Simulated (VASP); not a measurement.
# HfO2: single point with LDA

Crystal: HfO2.

```xyz
3
Lattice="0.0000 2.4692 2.4692 2.4692 0.0000 2.4692 2.4692 2.4692 0.0000" Properties=species:S:1:pos:R:3 pbc="T T T"
Hf    0.0000    0.0000    0.0000
O     1.2346    1.2346    1.2346
O     3.7039    3.7039    3.7039
```

```
Program             : VASP 6.6.1
Task                : single point
Functional          : LDA
Potentials or basis : VASP PAW LDA potentials, release 64 (Hf_pv, O)
Cutoff              : 520 eV
k mesh              : 6 × 6 × 6
Occupations         : gaussian, width 0.01 eV
Spin                : no spin polarisation
```

```yaml
Pressure: 8.1 GPa
Band_gap_on_the_k_mesh: 3.80 eV, direct
```

Levels at points of the mesh, in eV from the valence-band top:
| k point | band 8 | band 9 | band 10 | band 11 | band 12 | band 13 | band 14 | band 15 |
| --- | --- | --- | --- | --- | --- | --- | --- | --- |
| (0.00, 0.00, 0.00) | -5.92 | -0.65 | -0.65 | -0.65 | 3.86 | 3.86 | 6.32 | 11.39 |
| (0.50, 0.00, 0.00) | -3.18 | -2.93 | -1.93 | -1.93 | 4.71 | 4.71 | 7.71 | 9.05 |
| (0.50, 0.50, 0.00) | -3.65 | -1.69 | -1.69 | 0.00 | 3.80 | 5.74 | 7.35 | 8.79 |

Wall time 4.6 s on 1 thread of Intel Xeon 6975P-C (shared host), peak memory 0.15 GiB.

Caveat: spin-orbit coupling is left out, which moves the levels of the heavy elements. A k mesh can miss the band edges.
